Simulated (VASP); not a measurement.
Input of a VASP 6.6.1 run:

Contents of POSCAR:

```
BaTiO3
1.0
    4.0720311100      0.0000000000      0.0000000000
    0.0000000000      4.0720311100      0.0000000000
    0.0000000000      0.0000000000      4.0720311100
Ba O Ti
1 3 1
Direct
    0.0000000000      0.0000000000      0.0000000000
    0.5000000000      0.5000000000      0.0000000000
    0.0000000000      0.5000000000      0.5000000000
    0.5000000000      0.0000000000      0.5000000000
    0.5000000000      0.5000000000      0.5000000000
```

The input INCAR.step1:

```
SYSTEM = BaTiO3
  ALGO = Normal
  EDIFF = 1E-4
  ENCUT = 520
  GGA = PE
  ISMEAR = -1
  LASPH = .TRUE.
  LCHARG = .FALSE.
  LREAL = .FALSE.
  LWAVE = .TRUE.
  NBANDS = 28
  NELM = 60
  PREC = Accurate
  SIGMA = 0.1
```

Contents of INCAR.step2:

```
SYSTEM = BaTiO3
  ALGO = Normal
  EDIFF = 1E-6
  ENCUT = 520
  ISIF = 2
  ISMEAR = -1
  ISTART = 1
  LASPH = .TRUE.
  LCHARG = .FALSE.
  LMIXTAU = .TRUE.
  LREAL = .FALSE.
  LWAVE = .FALSE.
  METAGGA = R2SCAN
  NBANDS = 28
  NELM = 60
  PREC = Accurate
  SIGMA = 0.1
```

KPOINTS

```
k-points
0
G
  6 6 6
  0 0 0
```

Potentials or basis: VASP PAW PBE potentials, release 64 (Ba_sv, O, Ti_sv).

Launch:

```sh
$ cat potpaw_PBE.64/Ba_sv/POTCAR potpaw_PBE.64/O/POTCAR potpaw_PBE.64/Ti_sv/POTCAR > POTCAR
$ cp INCAR.step1 INCAR
$ mpirun -np 1 vasp_std > vasp.out
$ cp INCAR.step2 INCAR
$ mpirun -np 1 vasp_std > vasp.out
```

(1) Estimate the pressure.

(2) Estimate the band gap on the k mesh.

## Answers

(1) -7.6 GPa.

(2) 2.01 eV, indirect (least direct gap 2.21 eV).

Caveat: the PAW data sets were made with another functional, which shifts forces and pressure a little; spin-orbit coupling is left out, which moves the levels of the heavy elements.
